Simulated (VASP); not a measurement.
Wanted: the native input for a VASP 6.6.1 run.

* Task: single point
* Functional: LDA
* Potentials or basis: VASP PAW LDA potentials, release 64 (Ir_sv_GW)
* Cutoff: 560 eV
* k mesh: 23 × 23 × 23
* Occupations: fermi-dirac, width 0.1 eV
* Spin: no spin polarisation
* Dipole correction: no
* Further INCAR settings: ALGO = Normal; EDIFF = 1e-06; NBANDS = 14

The structure of Ir lies in POSCAR:

```
Ir
1.0
    0.0000000000      1.9060927673      1.9060927673
    1.9060927673      0.0000000000      1.9060927673
    1.9060927673      1.9060927673      0.0000000000
Ir
1
Direct
    0.0000000000      0.0000000000      0.0000000000
```

One way to write it, as run:

INCAR

```
SYSTEM = Ir
PREC = Accurate
ENCUT = 560
EDIFF = 1E-6
ISMEAR = -1
SIGMA = 0.1
LREAL = .FALSE.
LASPH = .TRUE.
NELM = 120
ALGO = Normal
ISIF = 2
LWAVE = .FALSE.
LCHARG = .FALSE.
GGA = CA
NBANDS = 14
GGA_COMPAT = .FALSE.
```

KPOINTS

```
Automatic mesh
0
G
  23 23 23
  0 0 0
```

Potentials or basis: VASP PAW LDA potentials, release 64 (Ir_sv_GW).

Launch:

```bash
$ cat potpaw_LDA.64/Ir_sv_GW/POTCAR > POTCAR
$ mpirun -np 1 vasp_std > vasp.out
```

Results of the run:

```yaml
Pressure: -0.5 GPa
Band_gap_on_the_k_mesh: zero (an odd number of electrons rules out a gap without spin polarisation)
```

Caveat: spin-orbit coupling is left out, which moves the levels of the heavy elements.

Wall time 60 s on 1 thread of AMD EPYC 7R13 Processor (Zen 3), with other jobs on the host, peak memory 0.17 GiB.
